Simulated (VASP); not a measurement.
# TiGaSe3 (P4/mmm) in VASP: a series of runs

Runs on TiGaSe3. Level: PBE. Tasks: single point, relaxation of cell and atoms.

All numbers are computed with VASP 6.6.1; they aren't measurements. Logs are shortened: lines on timing, memory, paths and dates and some standing lists are left out, and cuts for length are marked.

## Step 1: The cell of the first run

Symmetry: P4/mmm, No. 123, tetragonal system. Conventional cell: a = 3.672 Å, b = 3.672 Å, c = 8.023 Å, α = 90.00°, β = 90.00°, γ = 90.00°. Within 3.4 Å of Ti (site symmetry 4/mmm) lie 4 Ga at 2.60 Å. Within 3.2 Å of Ga (site symmetry 4/mmm) lie 2 Se at 2.40 Å and 4 Ti at 2.60 Å. Within 3.2 Å of Se (site symmetry 4mm) lie 1 Ga at 2.40 Å and 4 Se at 3.05 Å. Se (site symmetry 4/mmm) has 12 Se at 3.05 to 3.67 Å within 4.0 Å.

## Step 2: Single point, PBE

The input, INCAR:

```
PREC = Accurate
ENCUT = 520
EDIFF = 1E-6
ISMEAR = 0
SIGMA = 0.1
LREAL = False
LASPH = True
NELM = 80
ALGO = Normal
ISIF = 2
LWAVE = False
LCHARG = False
GGA = PE
NBANDS = 30
```

The input, KPOINTS:

```
Automatic mesh
0
Gamma
  10 10 6
```

The input, POSCAR:

```
TiGaSe3
1.0
    3.6724384349      0.0000000000      0.0000000000
    0.0000000000      3.6724384349      0.0000000000
    0.0000000000      0.0000000000      8.0226290906
Ti Ga Se
1 1 3
Direct
    0.5000000000      0.5000000000      0.5000000000
    0.0000000000      0.0000000000      0.5000000000
    0.0000000000      0.0000000000      0.7996237903
    0.0000000000      0.0000000000      0.2003762097
    0.5000000000      0.5000000000      0.0000000000
```

Potentials or basis: VASP PAW PBE potentials, release 64 (Ti_sv, Ga_d, Se).

The run is started by

```
$ cat potpaw_PBE.64/Ti_sv/POTCAR potpaw_PBE.64/Ga_d/POTCAR potpaw_PBE.64/Se/POTCAR > POTCAR
$ mpirun -np 1 vasp_std > vasp.out
```

OUTCAR:

```text
PREC = Accurate
   ENCUT = 520
   EDIFF = 1E-6
   ISMEAR = 0
   LREAL = False
   LASPH = True
   NELM = 80
   ISIF = 2
   GGA = PE

 ion  position               nearest neighbor table
   1  0.500  0.500  0.500-   2 2.60   2 2.60   2 2.60   2 2.60
   2  0.000  0.000  0.500-   3 2.40   4 2.40   1 2.60   1 2.60   1 2.60   1 2.60
   3  0.000  0.000  0.800-   2 2.40
   4  0.000  0.000  0.200-   2 2.40
   5  0.500  0.500  0.000-

  LATTYP: Found a simple tetragonal cell.
 ALAT       =     3.6724384349
 C/A-ratio  =     2.1845510096

  Lattice vectors:

 A1 = (   3.6724384349,   0.0000000000,   0.0000000000)
 A2 = (   0.0000000000,   3.6724384349,   0.0000000000)
 A3 = (   0.0000000000,   0.0000000000,   8.0226290906)

Analysis of symmetry for initial positions (statically):
=====================================================================
 Subroutine PRICEL returns:
 Original cell was already a primitive cell.

 Routine SETGRP: Setting up the symmetry group for a
 simple tetragonal supercell.

 Subroutine GETGRP returns: Found 16 space group operations
 (whereof 16 operations were pure point group operations)
 out of a pool of 16 trial point group operations.

The static configuration has the point symmetry D_4h.

Analysis of symmetry for dynamics (positions and initial velocities):
=====================================================================
 Subroutine PRICEL returns:
 Original cell was already a primitive cell.

 Routine SETGRP: Setting up the symmetry group for a
 simple tetragonal supercell.

 Subroutine GETGRP returns: Found 16 space group operations
 (whereof 16 operations were pure point group operations)
 out of a pool of 16 trial point group operations.

The dynamic configuration has the point symmetry D_4h.

 Subroutine INISYM returns: Found 16 space group operations
 (whereof 16 operations are pure point group operations),
 and found     1 'primitive' translations

----------------------------------------------------------------------------------------

                                     Primitive cell

  volume of cell :     108.1996

  direct lattice vectors                    reciprocal lattice vectors
     3.672438435  0.000000000  0.000000000     0.272298642  0.000000000  0.000000000
     0.000000000  3.672438435  0.000000000     0.000000000  0.272298642  0.000000000
     0.000000000  0.000000000  8.022629091     0.000000000  0.000000000  0.124647418

  length of vectors
     3.672438435  3.672438435  8.022629091     0.272298642  0.272298642  0.124647418

  position of ions in fractional coordinates (direct lattice)
     0.500000000  0.500000000  0.500000000
     0.000000000  0.000000000  0.500000000
     0.000000000  0.000000000  0.799623790
     0.000000000  0.000000000  0.200376210
     0.500000000  0.500000000  0.000000000

  ion indices of the primitive-cell ions
   primitive index   ion index
                 1           1
                 2           2
                 3           3
                 4           4
                 5           5

----------------------------------------------------------------------------------------

 KPOINTS: Automatic mesh

Automatic generation of k-mesh.
 Grid dimensions read from file:
 generate k-points for:   10   10    6

 Generating k-lattice:

  Cartesian coordinates                     Fractional coordinates (reciprocal lattice)
     0.027229864  0.000000000  0.000000000     0.100000000  0.000000000  0.000000000
     0.000000000  0.027229864  0.000000000     0.000000000  0.100000000  0.000000000
     0.000000000  0.000000000  0.020774570     0.000000000  0.000000000  0.166666667

  Length of vectors
     0.027229864  0.027229864  0.020774570

  Shift w.r.t. Gamma in fractional coordinates (k-lattice)
     0.000000000  0.000000000  0.000000000

 Subroutine IBZKPT returns following result:
 ===========================================

 Found     84 irreducible k-points:

 Following reciprocal coordinates:
            Coordinates               Weight
  0.000000  0.000000  0.000000      1.000000
  0.100000  0.000000  0.000000      4.000000
  0.200000  0.000000  0.000000      4.000000
  0.300000  0.000000  0.000000      4.000000
  0.400000  0.000000  0.000000      4.000000
  0.500000  0.000000  0.000000      2.000000
[... 16 lines left out ...]
  0.100000  0.000000  0.166667      8.000000
  0.200000  0.000000  0.166667      8.000000
 [... further k-points ...]
   k-points           NKPTS =     84   k-points in BZ     NKDIM =     84   number of bands    NBANDS=     30
   number of dos      NEDOS =    301   number of ions     NIONS =      5
   total plane-waves  NPLWV =  47040
   dimension x,y,z NGX =    28 NGY =   28 NGZ =   60
   dimension x,y,z NGXF=    56 NGYF=   56 NGZF=  120
   ions per type =               1   1   3
   NGX,Y,Z   is equivalent  to a cutoff of  12.68, 12.68, 12.43 a.u.
   NGXF,Y,Z  is equivalent  to a cutoff of  25.35, 25.35, 24.87 a.u.
 SYSTEM =  unknown system
   PREC   = accura    normal or accurate (medium, high low for compatibility)
   ISTART =      0    job   : 0-new  1-cont  2-samecut
   ICHARG =      2    charge: 1-file 2-atom 10-const
   ISPIN  =      1    spin polarized calculation?
   LNONCOLLINEAR =      F non collinear calculations
   LSORBIT =      F    spin-orbit coupling
   LASPH  =      T    aspherical Exc in radial PAW
   ENCUT  =  520.0 eV  38.22 Ry    6.18 a.u.   6.83  6.83 14.92*2*pi/ulx,y,z
   NELM   =     80;   NELMIN=  2; NELMDL= -5     # of ELM steps
   EDIFF  = 0.1E-05   stopping-criterion for ELM
   LREAL  =      F    real-space projection
   EDIFFG = 0.1E-04   stopping-criterion for IOM
   NSW    =      0    number of steps for IOM
   IBRION =     -1    ionic relax: 0-MD 1-quasi-New 2-CG
   NFREE  =      0    steps in history (QN), initial steepest desc. (CG)
   ISIF   =      2    stress and relaxation
   ISYM   =      2    0-nonsym 1-usesym 2-fastsym
   POTIM  = 0.5000    time-step for ionic-motion
   TEBEG  =    0.0;   TEEND  =   0.0 temperature during run
   PSTRESS=    0.0 pullay stress
   NELECT =      43.0000    total number of electrons
   NUPDOWN=      -1.0000    fix difference up-down
   EMIN   =  10.00;   EMAX   =-10.00  energy-range for DOS
   EFERMI =   0.00;   METHOD = LEGACY
   ISMEAR =     0;   SIGMA  =   0.10  broadening in eV -4-tet -1-fermi 0-gaus
   EFERMI_NEDOS =   21; number of points for ismear=-14 and -15
   IALGO  =     38    algorithm
   IMIX   =      4    mixing-type and parameters
     AMIX     =   0.40;   BMIX     =  1.00
     AMIX_MAG =   1.60;   BMIX_MAG =  1.00
  volume/ion in A,a.u.               =      21.64       146.03
  Fermi-wavevector in a.u.,A,eV,Ry     =   1.203619  2.274510 19.710745  1.448699
  Thomas-Fermi vector in A             =   2.339367
   LORBIT       =      0    0 simple, 1 ext, 2 COOP (PROOUT), +10 PAW based schemes
   GGA     = PE    functional components
   LHFCALC =     F    Hartree Fock is set to
   AEXX    =    0.0000 exact exchange contribution
   IVDW    =     0    specifies the selected vdW correction
   LEPSILON=     F    determine dielectric tensor
   LRPA    =     F    only Hartree local field effects (RPA)
 non-spin polarized calculation
 Gauss-broadening in eV      SIGMA  =   0.10
  energy-cutoff  :      520.00
  volume of cell :      108.20
 maximum number of plane-waves:      2944
 NGX is ok and might be reduce to    28
   NGX = 13   NGY = 13   NGZ = 29

 number of electron      42.9999987 magnetization

 Free energy of the ion-electron system (eV)
  ---------------------------------------------------
  ext. energy  EPLUGINS =         0.00000000
  ---------------------------------------------------
  free energy    TOTEN  =       -19.10071813 eV

  energy without entropy =      -19.07644080  energy(sigma->0) =      -19.08857947

 E-fermi :   5.0110     XC(G=0): -10.1948

 val. band max:        5.0090319822   @ k =   0.2000   0.0000   0.5000
 cond. band min:       5.0139618928   @ k =   0.5000   0.3000   0.1667
 fundamental gap:      0.0049299106
 Fermi energy:         5.0110081984

 k-point     1 :       0.0000    0.0000    0.0000
  band No.  band energies     occupation
      1     -52.5526      2.00000
      2     -29.0861      2.00000
      3     -28.6693      2.00000
      4     -28.6693      2.00000
      5     -10.2558      2.00000
      6      -9.6211      2.00000
[... 22 lines left out ...]
     29       8.9936      0.00000
     30       9.5754      0.00000

 k-point     2 :       0.1000    0.0000    0.0000
  band No.  band energies     occupation
      1     -52.5524      2.00000
      2     -29.0858      2.00000
      3     -28.6731      2.00000
      4     -28.6692      2.00000
      5     -10.2142      2.00000
      6      -9.6174      2.00000
[... 22 lines left out ...]
     29       9.1969      0.00000
     30      10.0746      0.00000

 k-point     3 :       0.2000    0.0000    0.0000
  band No.  band energies     occupation
      1     -52.5518      2.00000
      2     -29.0851      2.00000
      3     -28.6831      2.00000
      4     -28.6688      2.00000
      5     -10.1148      2.00000
      6      -9.6074      2.00000
[... 22 lines left out ...]
     29       9.7867      0.00000
     30      10.1084      0.00000

 k-point     4 :       0.3000    0.0000    0.0000
  band No.  band energies     occupation
      1     -52.5512      2.00000
      2     -29.0842      2.00000
      3     -28.6954      2.00000
      4     -28.6685      2.00000
      5     -10.0168      2.00000
      6      -9.5950      2.00000
[... 22 lines left out ...]
     29       9.9296      0.00000
     30      10.6433      0.00000

 k-point     5 :       0.4000    0.0000    0.0000
  band No.  band energies     occupation
      1     -52.5507      2.00000
      2     -29.0835      2.00000
      3     -28.7054      2.00000
      4     -28.6681      2.00000
      5      -9.9581      2.00000
      6      -9.5849      2.00000
[... 22 lines left out ...]
     29      10.0732      0.00000
     30      11.0790      0.00000
[... 526 lines left out ...]
     29       7.6457      0.00000
     30       8.9350      0.00000

 k-point    22 :       0.0000    0.0000    0.1667
  band No.  band energies     occupation
      1     -52.5526      2.00000
      2     -29.0860      2.00000
      3     -28.6693      2.00000
      4     -28.6693      2.00000
      5     -10.2165      2.00000
      6      -9.6211      2.00000
[... 22 lines left out ...]
     29       8.9125      0.00000
     30       9.5498      0.00000

 k-point    23 :       0.1000    0.0000    0.1667
  band No.  band energies     occupation
      1     -52.5524      2.00000
      2     -29.0858      2.00000
      3     -28.6731      2.00000
      4     -28.6692      2.00000
      5     -10.1762      2.00000
      6      -9.6174      2.00000
[... 22 lines left out ...]
     29       9.1484      0.00000
     30       9.9070      0.00000

 k-point    24 :       0.2000    0.0000    0.1667
  band No.  band energies     occupation
      1     -52.5518      2.00000
      2     -29.0851      2.00000
      3     -28.6831      2.00000
      4     -28.6689      2.00000
      5     -10.0828      2.00000
      6      -9.6074      2.00000
[... 22 lines left out ...]
     29       9.8000      0.00000
     30      10.0462      0.00000

 [... further k-points ...]
[... 5 lines left out ...]
  --------------------------------------------------------------------------------------
  -------------------------------------------------------------------------------------
  Total        0.0661779      0.0661779      0.0406706      0.0000000      0.0000000     -0.0000000
  in kB        0.9799363      0.9799363      0.6022342      0.0000000      0.0000000     -0.0000000
  external PRESSURE =       0.8540356 kB  Pullay stress =       0.0000000 kB

 VOLUME and BASIS-vectors are now :
 -----------------------------------------------------------------------------
  energy-cutoff  :      520.00
  volume of cell :      108.20
      direct lattice vectors                 reciprocal lattice vectors
     3.672438435  0.000000000  0.000000000     0.272298642  0.000000000  0.000000000
     0.000000000  3.672438435  0.000000000     0.000000000  0.272298642  0.000000000
     0.000000000  0.000000000  8.022629091     0.000000000  0.000000000  0.124647418

 POSITION                                       TOTAL-FORCE (eV/Angst)
 -----------------------------------------------------------------------------------
      1.83622      1.83622      4.01131        -0.000000      0.000000      0.000000
      0.00000      0.00000      4.01131        -0.000000      0.000000      0.000000
      0.00000      0.00000      6.41509        -0.000000     -0.000000      0.005955
      0.00000      0.00000      1.60754         0.000000     -0.000000     -0.005955
      1.83622      1.83622      0.00000        -0.000000      0.000000      0.000000
 -----------------------------------------------------------------------------------
    total drift:                                0.000000      0.000000      0.000000

  FREE ENERGIE OF THE ION-ELECTRON SYSTEM (eV)
  ---------------------------------------------------
  free  energy   TOTEN  =       -19.1007181310 eV

  energy  without entropy=      -19.0764408037  energy(sigma->0) =      -19.08857947
```

Wall time 5.1 min (1 thread of Oxide Virtual Turin-like, shared host); peak memory 0.36 GiB.

Results:

```yaml
Free_energy: -19.1007 eV
Pressure: 0.1 GPa
Largest_force: 0.006 eV/Å
```

Forces on the atoms (eV/Å):
```
Ti   0.000  0.000  0.000
Ga   0.000  0.000  0.000
Se   0.000  0.000  0.006
Se   0.000  0.000 -0.006
Se   0.000  0.000  0.000
```

## Step 3: Relaxation of cell and atoms, PBE

This run uses another cell than the first one, of 21.52 Å³/atom, 0.995 times its volume.

The input, INCAR:

```
PREC = Accurate ; ENCUT = 600
EDIFF = 1E-7 ; ISMEAR = 0
SIGMA = 0.1 ; LREAL = F
LASPH = T ; NELM = 80
ALGO = Normal ; ISIF = 3
LWAVE = F ; LCHARG = F
GGA = PE ; IBRION = 2
NSW = 100 ; EDIFFG = -0.01
```

KPOINTS is that of step 2.

The input, POSCAR:

```
TiGaSe3
1.0
    3.6893727376      0.0000000000      0.0000000000
    0.0000000000      3.6893727376      0.0000000000
    0.0000000000      0.0000000000      7.9059279935
Ti Ga Se
1 1 3
Direct
    0.5000000000      0.5000000000      0.5000000000
    0.0000000000      0.0000000000      0.5000000000
    0.0000000000      0.0000000000      0.8086599268
    0.0000000000      0.0000000000      0.1913400732
    0.5000000000      0.5000000000      0.0000000000
```

Potentials or basis: VASP PAW PBE potentials, release 64 (Ti_sv, Ga_d, Se).

The run is started by

```
$ cat potpaw_PBE.64/Ti_sv/POTCAR potpaw_PBE.64/Ga_d/POTCAR potpaw_PBE.64/Se/POTCAR > POTCAR
$ mpirun -np 1 vasp_std > vasp.out
```

Run time: 35 min. Hardware: 1 thread of Oxide Virtual Turin-like, shared host; peak memory 0.43 GiB.

The run converged. Its results:

- Free energy: -19.1006 eV
- Relaxed volume: 21.66 Å³/atom
- Relaxed cell: a = 3.674 Å, b = 3.674 Å, c = 8.023 Å, α = 90.00°, β = 90.00°, γ = 90.00°
- Space group after relaxing (to 0.05 Å): P4/mmm (No. 123)
- Energy gained by relaxing: 5.0 meV/atom
- Ionic steps: 8
- Pressure after relaxing: 0.0 GPa

Step by step:
```tsv
step	energy change (eV)	largest force (eV/Å)	pressure (GPa)	volume (Å³)
1	0.0000	0.3213	0.20	107.61
2	-0.0095	0.2538	-0.02	108.03
3	-0.0213	0.0610	-0.49	109.08
4	-0.0215	0.0283	-0.55	109.26
5	-0.0240	0.0564	0.42	107.72
6	-0.0247	0.0297	0.11	108.20
7	-0.0252	0.0036	-0.02	108.34
8	-0.0252	0.0018	0.00	108.31
```

Final structure:
```
Ti Ga Se
1.0
     3.67437    0.00000    0.00000
     0.00000    3.67437    0.00000
     0.00000    0.00000    8.02264
Ti Ga Se
1 1 3
Direct
  0.50000 0.50000 0.50000
  0.00000 0.00000 0.50000
  0.00000 0.00000 0.79971
  0.00000 0.00000 0.20029
  0.50000 0.50000 0.00000
```

Levels at points of the mesh, in eV from the Fermi level:
```csv
k point,band 17,band 18,band 19,band 20,band 21,band 22,band 23,band 24,band 25
"(0.00, 0.00, 0.00)",-1.75,-1.18,-1.18,-1.13,-0.64,0.79,0.82,0.95,1.02
"(0.50, 0.00, 0.00)",-2.69,-1.80,-1.66,-0.76,-0.52,-0.19,0.59,0.73,0.79
"(0.50, 0.50, 0.00)",-3.41,-2.37,-2.21,-1.85,-1.85,-1.16,0.40,0.52,0.52
"(0.00, 0.00, 0.50)",-2.00,-1.28,-1.28,-0.64,-0.36,0.43,0.43,0.82,1.73
"(0.50, 0.00, 0.50)",-2.90,-1.62,-1.05,-0.97,-0.77,0.20,0.49,0.76,1.00
"(0.50, 0.50, 0.50)",-3.80,-3.80,-2.33,-0.92,-0.92,-0.04,-0.04,0.59,0.75
```
